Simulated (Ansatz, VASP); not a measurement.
# Two plane-wave programs on W

INCAR

```
SYSTEM = W
ALGO = Fast
EDIFF = 1E-6
ENCUT = 520
GGA = PE
ISIF = 2
ISMEAR = 0
LASPH = .TRUE.
LCHARG = .FALSE.
LREAL = .FALSE.
LWAVE = .FALSE.
NBANDS = 13
NELM = 100
PREC = Accurate
SIGMA = 0.15
```

File KPOINTS:

```
k-points
0
G
  20 20 20
  0 0 0
```

The input POSCAR:

```
W
1.0
   -1.6025149771      1.6396050724      1.6396050724
    1.6396050724     -1.6025149771      1.6396050724
    1.6396050724      1.6396050724     -1.6025149771
W
1
Direct
    0.0000000000      0.0000000000      0.0000000000
```

Input for Ansatz:

```yaml
crystal:
  lattice:
    - [-1.6025149771, 1.6396050724, 1.6396050724]
    - [1.6396050724, -1.6025149771, 1.6396050724]
    - [1.6396050724, 1.6396050724, -1.6025149771]
  atoms:
    - { symbol: W, position: [0.0, 0.0, 0.0] }
basis:
  ecutwfc: 420
kpoints:
  mp_grid: { grid: [20, 20, 20] }
hamiltonian:
  xc: pbe
  pseudopotentials: { kind: paw, azcp: { folder: soft_1 } }
scf:
  occupations: { method: gaussian, width: 0.15 }
output:
  forces: true
  stress: true
  eigenvalues: true
```

Change from the starting cell: equal engineering shear yz, xz and xy +0.0233, equal normal strain along x, y and z +0.0300.

Alike in both runs: task single point; functional PBE; k mesh 20 × 20 × 20; occupations gaussian, width 0.15 eV; no spin polarisation.

```csv
,VASP,Ansatz
version,VASP 6.6.1,Ansatz 0.2.0
potentials or method,"VASP PAW PBE potentials, release 64 (W_sv), cutoff 520 eV","scalar-relativistic, plane waves, PAW"
valence electrons in the cell,14,14
```

Ansatz gave:

```
gap on the k mesh at the Fermi level (eV)                     : none
pressure (GPa)                                                : -22.0
traceless stress, the component that is largest in VASP (GPa) : -2.22
```

Question: Estimate VASP's values.

Answer: gap on the k mesh at the Fermi level (eV): none; pressure (GPa): -21.8; traceless stress, the component that is largest in VASP (GPa): -2.24.

A gap of «none» marks a metal or a gap that the smearing closes.

Neither program's run includes spin-orbit coupling.
